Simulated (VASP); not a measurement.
Input of a VASP 6.6.1 run:

INCAR

```
PREC = Accurate
ENCUT = 520
EDIFF = 1E-6
ISMEAR = 0
SIGMA = 0.1
LREAL = F
LASPH = T
NELM = 100
ALGO = Normal
ISIF = 2
LWAVE = F
LCHARG = T
GGA = PE
LELF = T
LVHAR = T
NBANDS = 26
```

KPOINTS

```
Automatic mesh
0
Gamma
  4 4 4
```

The input POSCAR:

```
LiSc3
1.0
    4.5272971902      0.0000000000      0.0000000000
    0.0000000000      4.5272971902      0.0000000000
    0.0000000000      0.0000000000      4.5272971902
Li Sc
1 3
Direct
    0.0000000000      0.0000000000      0.0000000000
    0.0000000000      0.5000000000      0.5000000000
    0.5000000000      0.0000000000      0.5000000000
    0.5000000000      0.5000000000      0.0000000000
```

Potentials or basis: VASP PAW PBE potentials, release 64 (Li_sv, Sc_sv).

Command:

```sh
$ cat potpaw_PBE.64/Li_sv/POTCAR potpaw_PBE.64/Sc_sv/POTCAR > POTCAR
$ mpirun -np 1 vasp_std > vasp.out
```

Question: Estimate the band gap on the k mesh.

Answer: Zero (bands 18 and 19 overlap by 0.35 eV).
